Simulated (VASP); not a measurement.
# SiW (zincblende type) (F-43m) in VASP: relaxation of cell and atoms with PBE

Aim: the relaxation of cell and atoms of SiW (zincblende type) with PBE.

All numbers are computed with VASP 6.6.1; they aren't measurements. Logs are shortened: lines on timing, memory, paths and dates and some standing lists are left out, and cuts for length are marked.

## 1. The cell of the first run

Symmetry: F-43m, No. 216, cubic system. Conventional cell: a = 5.859 Å, b = 5.859 Å, c = 5.859 Å, α = 90.00°, β = 90.00°, γ = 90.00°. W (site symmetry -43m) has 4 Si at 2.54 Å within 3.3 Å. Si (site symmetry -43m) has 4 W at 2.54 Å within 3.3 Å.

## 2. Relaxation of cell and atoms, PBE

The input, INCAR:

```
SYSTEM = SiW
PREC     = Accurate       ! precision mode
ENCUT    = 600            ! plane-wave cutoff, eV
EDIFF    = 1E-7           ! SCF threshold, eV
ISMEAR   = -1             ! smearing method
SIGMA    = 0.08           ! smearing width, eV
LREAL    = .False.        ! projectors in reciprocal space
LASPH    = .True.         ! aspherical terms in the spheres
NELM     = 80             ! most SCF steps
ALGO     = Normal         ! electronic algorithm
ISIF     = 3              ! what is computed and relaxed
LWAVE    = .False.        ! write WAVECAR
LCHARG   = .False.        ! write CHGCAR
GGA      = PE             ! functional
IBRION   = 2              ! ionic algorithm
NSW      = 60             ! ionic steps
EDIFFG   = -0.005         ! ionic threshold
```

The input, KPOINTS:

```
regular mesh
0
Gamma
  11 11 11
  0 0 0
```

The input, POSCAR:

```
SiW
1.0
    0.0000000000      2.9294002053      2.9294002053
    2.9294002053      0.0000000000      2.9294002053
    2.9294002053      2.9294002053      0.0000000000
W Si
1 1
Direct
    0.0000000000      0.0000000000      0.0000000000
    0.2500000000      0.2500000000      0.2500000000
```

Potentials or basis: VASP PAW PBE potentials, release 64 (W_sv, Si).

Launch:

```console
$ cat potpaw_PBE.64/W_sv/POTCAR potpaw_PBE.64/Si/POTCAR > POTCAR
$ mpirun -np 1 vasp_std > vasp.out
```

OUTCAR:

```text
SYSTEM = SiW
   PREC = Accurate
   ENCUT = 600
   EDIFF = 1E-7
   ISMEAR = -1
   LREAL = .False.
   LASPH = .True.
   NELM = 80
   ISIF = 3
   GGA = PE
   IBRION = 2
   NSW = 60
   EDIFFG = -0.005

 ion  position               nearest neighbor table
   1  0.000  0.000  0.000-   2 2.54   2 2.54   2 2.54   2 2.54
   2  0.250  0.250  0.250-   1 2.54   1 2.54   1 2.54   1 2.54

  LATTYP: Found a face centered cubic cell.
 ALAT       =     5.8588004106

  Lattice vectors:

 A1 = (   0.0000000000,   2.9294002053,   2.9294002053)
 A2 = (   2.9294002053,   0.0000000000,   2.9294002053)
 A3 = (   2.9294002053,   2.9294002053,   0.0000000000)

Analysis of symmetry for initial positions (statically):
=====================================================================
 Subroutine PRICEL returns:
 Original cell was already a primitive cell.

 Routine SETGRP: Setting up the symmetry group for a
 face centered cubic supercell.

 Subroutine GETGRP returns: Found 24 space group operations
 (whereof 24 operations were pure point group operations)
 out of a pool of 48 trial point group operations.

The static configuration has the point symmetry T_d .

Analysis of symmetry for dynamics (positions and initial velocities):
=====================================================================
 Subroutine PRICEL returns:
 Original cell was already a primitive cell.

 Routine SETGRP: Setting up the symmetry group for a
 face centered cubic supercell.

 Subroutine GETGRP returns: Found 24 space group operations
 (whereof 24 operations were pure point group operations)
 out of a pool of 48 trial point group operations.

The dynamic configuration has the point symmetry T_d .

 Subroutine INISYM returns: Found 24 space group operations
 (whereof 24 operations are pure point group operations),
 and found     1 'primitive' translations

----------------------------------------------------------------------------------------

                                     Primitive cell

  volume of cell :      50.2766

  direct lattice vectors                    reciprocal lattice vectors
     0.000000000  2.929400205  2.929400205    -0.170683404  0.170683404  0.170683404
     2.929400205  0.000000000  2.929400205     0.170683404 -0.170683404  0.170683404
     2.929400205  2.929400205  0.000000000     0.170683404  0.170683404 -0.170683404

  length of vectors
     4.142797500  4.142797500  4.142797500     0.295632328  0.295632328  0.295632328

  position of ions in fractional coordinates (direct lattice)
     0.000000000  0.000000000  0.000000000
     0.250000000  0.250000000  0.250000000

  ion indices of the primitive-cell ions
   primitive index   ion index
                 1           1
                 2           2

----------------------------------------------------------------------------------------

 KPOINTS: regular mesh

[... 66 lines left out ...]
   NELM   =     80;   NELMIN=  2; NELMDL= -5     # of ELM steps
   EDIFF  = 0.1E-06   stopping-criterion for ELM
   LREAL  =      F    real-space projection
   EDIFFG = -.5E-02   stopping-criterion for IOM
   NSW    =     60    number of steps for IOM
   IBRION =      2    ionic relax: 0-MD 1-quasi-New 2-CG
   NFREE  =      1    steps in history (QN), initial steepest desc. (CG)
   ISIF   =      3    stress and relaxation
   ISYM   =      2    0-nonsym 1-usesym 2-fastsym
   POTIM  = 0.5000    time-step for ionic-motion
   TEBEG  =    0.0;   TEEND  =   0.0 temperature during run
   PSTRESS=    0.0 pullay stress
   NELECT =      18.0000    total number of electrons
   NUPDOWN=      -1.0000    fix difference up-down
   EMIN   =  10.00;   EMAX   =-10.00  energy-range for DOS
   EFERMI =   0.00;   METHOD = LEGACY
   ISMEAR =    -1;   SIGMA  =   0.08  broadening in eV -4-tet -1-fermi 0-gaus
   EFERMI_NEDOS =   21; number of points for ismear=-14 and -15
   IALGO  =     38    algorithm
   IMIX   =      4    mixing-type and parameters
     AMIX     =   0.40;   BMIX     =  1.00
     AMIX_MAG =   1.60;   BMIX_MAG =  1.00
  volume/ion in A,a.u.               =      25.14       169.64
  Fermi-wavevector in a.u.,A,eV,Ry     =   1.162457  2.196726 18.385643  1.351307
  Thomas-Fermi vector in A             =   2.299018
   LORBIT       =      0    0 simple, 1 ext, 2 COOP (PROOUT), +10 PAW based schemes
   GGA     = PE    functional components
   LHFCALC =     F    Hartree Fock is set to
   AEXX    =    0.0000 exact exchange contribution
   IVDW    =     0    specifies the selected vdW correction
   LEPSILON=     F    determine dielectric tensor
   LRPA    =     F    only Hartree local field effects (RPA)
 conjugate gradient relaxation of ions
 non-spin polarized calculation
  energy-cutoff  :      600.00
  volume of cell :       50.28
 maximum number of plane-waves:      1697
 NGX is ok and might be reduce to    36
   NGX = 17   NGY = 17   NGZ = 17

--------------------------------------- Ionic step        1  -------------------------------------------

 number of electron      18.0000002 magnetization

 Free energy of the ion-electron system (eV)
  ---------------------------------------------------
  ext. energy  EPLUGINS =         0.00000000
  ---------------------------------------------------
  free energy    TOTEN  =       -15.18659843 eV

  energy without entropy =      -15.11873500  energy(sigma->0) =      -15.15266672

 E-fermi :   4.3452     XC(G=0):  -9.7408

 val. band max:        4.3436224483   @ k =   0.0000   0.0000   0.0000
 cond. band min:       4.3548545431   @ k =  -0.3636   0.1818   0.0000
 fundamental gap:      0.0112320948
 Fermi energy:         4.3452363631

 k-point     1 :       0.0000    0.0000    0.0000
  band No.  band energies     occupation
      1     -69.7585      2.00000
      2     -33.9144      2.00000
      3     -33.9144      2.00000
      4     -33.9144      2.00000
      5      -4.4729      2.00000
      6       2.0276      2.00000
      7       2.0276      2.00000
      8       2.0276      2.00000
      9       4.3436      1.01009
     10       4.3436      1.01009
     11       8.8847      0.00000
     12      10.9313      0.00000
     13      10.9313      0.00000
[... 583 lines left out ...]
--------------------------------------- Ionic step        7  -------------------------------------------

 number of electron      18.0000001 magnetization

 Free energy of the ion-electron system (eV)
  ---------------------------------------------------
  ext. energy  EPLUGINS =         0.00000000
  ---------------------------------------------------
  free energy    TOTEN  =       -15.46874906 eV

  energy without entropy =      -15.41791715  energy(sigma->0) =      -15.44333310

 E-fermi :   5.5963     XC(G=0): -10.3784

 val. band max:        5.5878012036   @ k =  -0.0909   0.0909   0.0000
 cond. band min:       5.6045309692   @ k =  -0.2727   0.3636   0.0909
 fundamental gap:      0.0167297655
 Fermi energy:         5.5962786271

 k-point     1 :       0.0000    0.0000    0.0000
  band No.  band energies     occupation
      1     -68.2694      2.00000
      2     -32.4814      2.00000
      3     -32.4814      2.00000
      4     -32.4814      2.00000
      5      -3.8470      2.00000
      6       2.9469      2.00000
      7       2.9469      2.00000
      8       2.9469      2.00000
      9       5.5500      1.28144
     10       5.5500      1.28143
     11      10.9760      0.00000
     12      12.7292      0.00000
     13      12.7292      0.00000
[... 397 lines left out ...]
  FREE ENERGIE OF THE ION-ELECTRON SYSTEM (eV)
  ---------------------------------------------------
  free  energy   TOTEN  =       -15.4687490552 eV

  energy  without entropy=      -15.4179171468  energy(sigma->0) =      -15.44333310

 reached required accuracy - stopping structural energy minimisation
```

Run time: 4.7 min. Hardware: 1 thread of Intel Xeon 8259CL, shared host; peak memory 0.25 GiB.

Results:

```
Free energy                           : -15.4687 eV
Relaxed volume                        : 21.77 Å³/atom
Relaxed cell                          : a = 3.949 Å, b = 3.949 Å, c = 3.949 Å, α = 60.00°, β = 60.00°, γ = 60.00°
Space group after relaxing (to 0.1 Å) : F-43m (No. 216)
Energy gained by relaxing             : 141.1 meV/atom
Ionic steps                           : 7
Pressure after relaxing               : 0.0 GPa
Band gap on the k mesh                : zero (bands 9 and 10 overlap by 0.54 eV)
```

The path:
```
step  energy change (eV)  largest force (eV/Å)  pressure (GPa)  volume (Å³)
   1              0.0000                0.0000          -11.87        50.28
   2              0.0353                0.0000           20.21        37.90
   3             -0.2820                0.0000           -0.39        43.70
   4             -0.2821                0.0000           -0.06        43.57
   5             -0.2821                0.0000            0.27        43.44
   6             -0.2821                0.0000           -0.26        43.65
   7             -0.2822                0.0000            0.01        43.54
```

Final structure:
```
W Si
1.0
     0.00000    2.79233    2.79233
     2.79233    0.00000    2.79233
     2.79233    2.79233    0.00000
W Si
1 1
Direct
  0.00000 0.00000 0.00000
  0.25000 0.25000 0.25000
```

Caveat: spin-orbit coupling is left out, which moves the levels of the heavy elements.
